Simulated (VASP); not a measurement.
# C (I4_1/amd) in VASP: single point with PBE

Aim: the single point of C with PBE.

Program: VASP 6.6.1. These are calculated values, not measurements. Logs are shortened: lines on timing, memory, paths and dates and some standing lists are left out, and cuts for length are marked.

**1. The cell of the first run**

The structure is tetragonal, space group I4_1/amd (No. 141). Conventional cell: a = 2.459 Å, b = 2.459 Å, c = 3.752 Å, α = 90.00°, β = 90.00°, γ = 90.00°. Within 2.1 Å of C (site symmetry -4m2) lie 4 C at 1.55 Å.

**2. Single point, PBE**

File INCAR:

```
SYSTEM = C
PREC     = Accurate       ! precision mode
ENCUT    = 600            ! plane-wave cutoff, eV
EDIFF    = 1E-6           ! SCF threshold, eV
ISMEAR   = 0              ! smearing method
SIGMA    = 0.05           ! smearing width, eV
LREAL    = .FALSE.        ! projectors in reciprocal space
LASPH    = .TRUE.         ! aspherical terms in the spheres
NELM     = 120            ! most SCF steps
ALGO     = Normal         ! electronic algorithm
ISIF     = 2              ! what is computed and relaxed
LWAVE    = .FALSE.        ! write WAVECAR
LCHARG   = .FALSE.        ! write CHGCAR
GGA      = PE             ! functional
NBANDS   = 11             ! bands
GGA_COMPAT= .FALSE.
```

File KPOINTS:

```
Automatic mesh
0
G
  10 10 10
  0 0 0
```

File POSCAR:

```
C
1.0
    0.0000000000      1.7387857500      1.8759973702
    1.7387857500      0.0000000000      1.8759973702
    1.7387857500      1.7387857500      0.0000000000
C
2
Direct
    0.0000000000      0.0000000000      0.0000000000
    0.2500000000      0.2500000000      0.2500000000
```

Potentials or basis: VASP PAW PBE potentials, release 64 (C).

Command:

```sh
cat potpaw_PBE.64/C/POTCAR > POTCAR
mpirun -np 1 vasp_std > vasp.out
```

OUTCAR:

```text
SYSTEM = C
   PREC = Accurate
   ENCUT = 600
   EDIFF = 1E-6
   ISMEAR = 0
   LREAL = .FALSE.
   LASPH = .TRUE.
   NELM = 120
   ISIF = 2
   GGA = PE

 ion  position               nearest neighbor table
   1  0.000  0.000  0.000-   2 1.55   2 1.55   2 1.55   2 1.55
   2  0.250  0.250  0.250-   1 1.55   1 1.55   1 1.55   1 1.55

  LATTYP: Found a body centered tetragonal cell.
 ALAT       =     2.4590143897
 C/A-ratio  =     1.5258124377

  Lattice vectors:

 A1 = (  -1.7387857500,   0.0000000000,   1.8759973702)
 A2 = (   1.7387857500,   0.0000000000,   1.8759973702)
 A3 = (   0.0000000000,   1.7387857500,  -1.8759973702)

Analysis of symmetry for initial positions (statically):
=====================================================================
 Subroutine PRICEL returns:
 Original cell was already a primitive cell.

 Routine SETGRP: Setting up the symmetry group for a
 body centered tetragonal supercell.

 Subroutine GETGRP returns: Found 16 space group operations
 (whereof  8 operations were pure point group operations)
 out of a pool of 16 trial point group operations.

The static configuration has the point symmetry D_2d.
 The point group associated with its full space group is D_4h.

Analysis of symmetry for dynamics (positions and initial velocities):
=====================================================================
 Subroutine PRICEL returns:
 Original cell was already a primitive cell.

 Routine SETGRP: Setting up the symmetry group for a
 body centered tetragonal supercell.

 Subroutine GETGRP returns: Found 16 space group operations
 (whereof  8 operations were pure point group operations)
 out of a pool of 16 trial point group operations.

The dynamic configuration has the point symmetry D_2d.
 The point group associated with its full space group is D_4h.

 Subroutine INISYM returns: Found 16 space group operations
 (whereof  8 operations are pure point group operations),
 and found     1 'primitive' translations

----------------------------------------------------------------------------------------

                                     Primitive cell

  volume of cell :      11.3437

  direct lattice vectors                    reciprocal lattice vectors
     0.000000000  1.738785750  1.875997370    -0.287556992  0.287556992  0.266524894
     1.738785750  0.000000000  1.875997370     0.287556992 -0.287556992  0.266524894
     1.738785750  1.738785750  0.000000000     0.287556992  0.287556992 -0.266524894

  length of vectors
     2.557878421  2.557878421  2.459014390     0.486223782  0.486223782  0.486223782

  position of ions in fractional coordinates (direct lattice)
     0.000000000  0.000000000  0.000000000
     0.250000000  0.250000000  0.250000000

  ion indices of the primitive-cell ions
   primitive index   ion index
                 1           1
                 2           2

----------------------------------------------------------------------------------------

 KPOINTS: Automatic mesh

Automatic generation of k-mesh.
 Grid dimensions read from file:
 generate k-points for:   10   10   10

 Generating k-lattice:

  Cartesian coordinates                     Fractional coordinates (reciprocal lattice)
    -0.028755699  0.028755699  0.026652489     0.100000000 -0.000000000  0.000000000
     0.028755699 -0.028755699  0.026652489    -0.000000000  0.100000000  0.000000000
     0.028755699  0.028755699 -0.026652489     0.000000000  0.000000000  0.100000000

  Length of vectors
     0.048622378  0.048622378  0.048622378

  Shift w.r.t. Gamma in fractional coordinates (k-lattice)
     0.000000000  0.000000000  0.000000000

 Subroutine IBZKPT returns following result:
 ===========================================

 Found    102 irreducible k-points:

 Following reciprocal coordinates:
            Coordinates               Weight
  0.000000  0.000000  0.000000      1.000000
  0.100000 -0.000000  0.000000      8.000000
  0.200000 -0.000000  0.000000      8.000000
  0.300000 -0.000000  0.000000      8.000000
  0.400000  0.000000  0.000000      8.000000
  0.500000  0.000000  0.000000      4.000000
[... 16 lines left out ...]
  0.300000  0.300000  0.000000      2.000000
  0.400000  0.300000  0.000000      8.000000
 [... further k-points ...]
   k-points           NKPTS =    102   k-points in BZ     NKDIM =    102   number of bands    NBANDS=     11
   number of dos      NEDOS =    301   number of ions     NIONS =      2
   total plane-waves  NPLWV =   8000
   dimension x,y,z NGX =    20 NGY =   20 NGZ =   20
   dimension x,y,z NGXF=    40 NGYF=   40 NGZF=   40
   ions per type =               2
   NGX,Y,Z   is equivalent  to a cutoff of  13.00, 13.00, 13.52 a.u.
   NGXF,Y,Z  is equivalent  to a cutoff of  26.00, 26.00, 27.04 a.u.
 SYSTEM =  C
   PREC   = accura    normal or accurate (medium, high low for compatibility)
   ISTART =      0    job   : 0-new  1-cont  2-samecut
   ICHARG =      2    charge: 1-file 2-atom 10-const
   ISPIN  =      1    spin polarized calculation?
   LNONCOLLINEAR =      F non collinear calculations
   LSORBIT =      F    spin-orbit coupling
   LASPH  =      T    aspherical Exc in radial PAW
   ENCUT  =  600.0 eV  44.10 Ry    6.64 a.u.   5.11  5.11  4.91*2*pi/ulx,y,z
   NELM   =    120;   NELMIN=  2; NELMDL= -5     # of ELM steps
   EDIFF  = 0.1E-05   stopping-criterion for ELM
   LREAL  =      F    real-space projection
   EDIFFG = 0.1E-04   stopping-criterion for IOM
   NSW    =      0    number of steps for IOM
   IBRION =     -1    ionic relax: 0-MD 1-quasi-New 2-CG
   NFREE  =      0    steps in history (QN), initial steepest desc. (CG)
   ISIF   =      2    stress and relaxation
   ISYM   =      2    0-nonsym 1-usesym 2-fastsym
   POTIM  = 0.5000    time-step for ionic-motion
   TEBEG  =    0.0;   TEEND  =   0.0 temperature during run
   PSTRESS=    0.0 pullay stress
   NELECT =       8.0000    total number of electrons
   NUPDOWN=      -1.0000    fix difference up-down
   EMIN   =  10.00;   EMAX   =-10.00  energy-range for DOS
   EFERMI =   0.00;   METHOD = LEGACY
   ISMEAR =     0;   SIGMA  =   0.05  broadening in eV -4-tet -1-fermi 0-gaus
   EFERMI_NEDOS =   21; number of points for ismear=-14 and -15
   IALGO  =     38    algorithm
   IMIX   =      4    mixing-type and parameters
     AMIX     =   0.40;   BMIX     =  1.00
     AMIX_MAG =   1.60;   BMIX_MAG =  1.00
  volume/ion in A,a.u.               =       5.67        38.28
  Fermi-wavevector in a.u.,A,eV,Ry     =   1.457203  2.753714 28.891161  2.123440
  Thomas-Fermi vector in A             =   2.574032
   LORBIT       =      0    0 simple, 1 ext, 2 COOP (PROOUT), +10 PAW based schemes
   GGA     = PE    functional components
   LHFCALC =     F    Hartree Fock is set to
   AEXX    =    0.0000 exact exchange contribution
   IVDW    =     0    specifies the selected vdW correction
   LEPSILON=     F    determine dielectric tensor
   LRPA    =     F    only Hartree local field effects (RPA)
 non-spin polarized calculation
 Gauss-broadening in eV      SIGMA  =   0.05
  energy-cutoff  :      600.00
  volume of cell :       11.34
 maximum number of plane-waves:       389
   NGX = 11   NGY = 11   NGZ =  9

 number of electron       7.9999999 magnetization

 Free energy of the ion-electron system (eV)
  ---------------------------------------------------
  ext. energy  EPLUGINS =         0.00000000
  ---------------------------------------------------
  free energy    TOTEN  =       -18.05677456 eV

  energy without entropy =      -18.05677456  energy(sigma->0) =      -18.05677456

 E-fermi :  10.4609     XC(G=0): -13.2587

 val. band max:       10.1524888441   @ k =   0.0000   0.0000   0.0000
 cond. band min:      13.3409149349   @ k =   0.4000   0.0000   0.4000
 fundamental gap:      3.1884260907
 Fermi energy:        10.4609127093

 k-point     1 :       0.0000    0.0000    0.0000
  band No.  band energies     occupation
      1     -11.7394      2.00000
      2       8.9086      2.00000
      3      10.1525      2.00000
      4      10.1525      2.00000
      5      15.0689      0.00000
      6      15.0689      0.00000
      7      16.0076      0.00000
      8      22.9365      0.00000
      9      29.0903      0.00000
     10      33.7664      0.00000
     11      34.8139      0.00000

 k-point     2 :       0.1000   -0.0000    0.0000
  band No.  band energies     occupation
      1     -11.4616      2.00000
      2       7.8554      2.00000
      3       9.0743      2.00000
      4       9.7351      2.00000
      5      15.6563      0.00000
      6      15.6789      0.00000
      7      16.8712      0.00000
      8      23.1818      0.00000
      9      29.5276      0.00000
     10      31.8128      0.00000
     11      35.1896      0.00000

 k-point     3 :       0.2000   -0.0000    0.0000
  band No.  band energies     occupation
      1     -10.6337      2.00000
      2       4.8532      2.00000
      3       7.9333      2.00000
      4       8.9419      2.00000
      5      16.4207      0.00000
      6      16.9041      0.00000
      7      18.2426      0.00000
      8      23.8731      0.00000
      9      30.0145      0.00000
     10      31.2994      0.00000
     11      33.2238      0.00000

 k-point     4 :       0.3000   -0.0000    0.0000
  band No.  band energies     occupation
      1      -9.2754      2.00000
      2       1.4814      2.00000
      3       7.0247      2.00000
      4       8.2493      2.00000
      5      16.7692      0.00000
      6      17.9202      0.00000
      7      19.1529      0.00000
      8      24.7345      0.00000
      9      30.2164      0.00000
     10      32.4799      0.00000
     11      32.9524      0.00000
[... 239 lines left out ...]
 k-point    22 :      -0.2000    0.2000    0.0000
  band No.  band energies     occupation
      1      -8.6866      2.00000
      2       2.5031      2.00000
      3       3.1710      2.00000
      4       8.4857      2.00000
      5      18.0490      0.00000
      6      19.0746      0.00000
      7      19.5394      0.00000
      8      23.0707      0.00000
      9      30.4664      0.00000
     10      31.1837      0.00000
     11      34.5105      0.00000

 k-point    23 :       0.3000    0.3000    0.0000
  band No.  band energies     occupation
      1      -8.7770      2.00000
      2       2.6316      2.00000
      3       5.5204      2.00000
      4       5.5204      2.00000
      5      15.1123      0.00000
      6      19.0637      0.00000
      7      22.6074      0.00000
      8      22.6074      0.00000
      9      29.3266      0.00000
     10      31.8750      0.00000
     11      42.1285      0.00000

 k-point    24 :       0.4000    0.3000    0.0000
  band No.  band energies     occupation
      1      -7.5497      2.00000
      2       0.9523      2.00000
      3       4.1275      2.00000
      4       5.1035      2.00000
      5      15.7264      0.00000
      6      18.6849      0.00000
      7      23.5717      0.00000
      8      23.6455      0.00000
      9      30.4497      0.00000
     10      31.8420      0.00000
     11      41.3236      0.00000

 [... further k-points ...]
[... 5 lines left out ...]
  --------------------------------------------------------------------------------------
  -------------------------------------------------------------------------------------
  Total        1.9331862      1.9331862     -3.4518302      0.0000000     -0.0000000      0.0000000
  in kB      273.0422767    273.0422767   -487.5348262      0.0000000     -0.0000000      0.0000000
  external PRESSURE =      19.5165757 kB  Pullay stress =       0.0000000 kB

 VOLUME and BASIS-vectors are now :
 -----------------------------------------------------------------------------
  energy-cutoff  :      600.00
  volume of cell :       11.34
      direct lattice vectors                 reciprocal lattice vectors
     0.000000000  1.738785750  1.875997370    -0.287556992  0.287556992  0.266524894
     1.738785750  0.000000000  1.875997370     0.287556992 -0.287556992  0.266524894
     1.738785750  1.738785750  0.000000000     0.287556992  0.287556992 -0.266524894

 POSITION                                       TOTAL-FORCE (eV/Angst)
 -----------------------------------------------------------------------------------
      0.00000      0.00000      0.00000         0.000000      0.000000      0.000000
      0.86939      0.86939      0.93800        -0.000000     -0.000000     -0.000000
 -----------------------------------------------------------------------------------
    total drift:                                0.000000      0.000000      0.000000

  FREE ENERGIE OF THE ION-ELECTRON SYSTEM (eV)
  ---------------------------------------------------
  free  energy   TOTEN  =       -18.0567745584 eV

  energy  without entropy=      -18.0567745584  energy(sigma->0) =      -18.05677456
```

It took 10 s on 1 thread of Intel Xeon Platinum 8259CL at 2.50GHz (Skylake/Cascade Lake), shared host; peak memory 0.12 GiB.

What came out:

```yaml
Free_energy: -18.0568 eV
Pressure: 2.0 GPa
Band_gap_on_the_k_mesh: 3.19 eV, indirect (least direct gap 4.92 eV)
```

Levels at points of the mesh, in eV from the valence-band top:
```tsv
k point	band 1	band 2	band 3	band 4	band 5	band 6	band 7	band 8
(0.00, 0.00, 0.00)	-21.89	-1.24	0.00	0.00	4.92	4.92	5.86	12.78
(0.50, 0.00, 0.00)	-16.09	-13.77	-3.92	-2.49	6.61	8.35	9.54	15.32
(0.50, 0.50, 0.00)	-13.94	-13.94	-5.93	-5.93	5.55	5.55	16.06	16.06
(0.50, 0.00, 0.50)	-12.77	-12.77	-7.04	-7.04	3.79	3.79	16.21	16.21
```

A k mesh can miss the band edges. Expect the measured gap to be larger: semilocal functionals such as PBE lack the derivative discontinuity.
